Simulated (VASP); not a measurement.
Wanted: the native input for a VASP 6.6.1 run.

* Task: single point
* Functional: PBEsol
* Potentials or basis: VASP PAW PBE potentials, release 64 (K_sv, Zn, F)
* Cutoff: 520 eV
* k mesh: 6 × 6 × 6
* Occupations: gaussian, width 0.02 eV
* Spin: no spin polarisation
* Dipole correction: no
* Further INCAR settings: ALGO = Normal; EDIFF = 1e-07; NBANDS = 29

The structure of KZnF3 lies in POSCAR:

```
KZnF3
1.0
    4.0519406020      0.0000000000      0.0000000000
    0.0000000000      4.0519406020      0.0000000000
    0.0607791090      0.0000000000      4.0519406020
K Zn F
1 1 3
Direct
    0.0000000000      0.0000000000      0.0000000000
    0.5000000000      0.5000000000      0.5000000000
    0.0000000000      0.5000000000      0.5000000000
    0.5000000000      0.0000000000      0.5000000000
    0.5000000000      0.5000000000      0.0000000000
```

This cell differs from its parent crystal: shear of c along a, cell held: +1.5 %.

The input as run:

INCAR

```
  PREC = Accurate
  ENCUT = 520
  EDIFF = 1E-7
  ISMEAR = 0
  SIGMA = 0.02
  LREAL = F
  LASPH = T
  NELM = 60
  ALGO = Normal
  ISIF = 2
  LWAVE = F
  LCHARG = F
  GGA = PS
  NBANDS = 29
```

KPOINTS

```
Automatic mesh
0
Gamma
  6 6 6
```

Potentials or basis: VASP PAW PBE potentials, release 64 (K_sv, Zn, F).

Launch:

```bash
$ cat potpaw_PBE.64/K_sv/POTCAR potpaw_PBE.64/Zn/POTCAR potpaw_PBE.64/F/POTCAR > POTCAR
$ mpirun -np 1 vasp_std > vasp.out
```

It gave:

- Pressure: 0.4 GPa
- Band gap on the k mesh: 3.63 eV (least direct gap 5.45 eV)

Caveat: the cell differs from its parent crystal (shear of c along a, cell held: +1.5 %); the PAW data sets were made with another functional, which shifts forces and pressure a little.

It took 69 s on 1 thread of Intel(R) Xeon(R) 6975P-C (Granite Rapids) (shared host), peak memory 0.26 GiB.
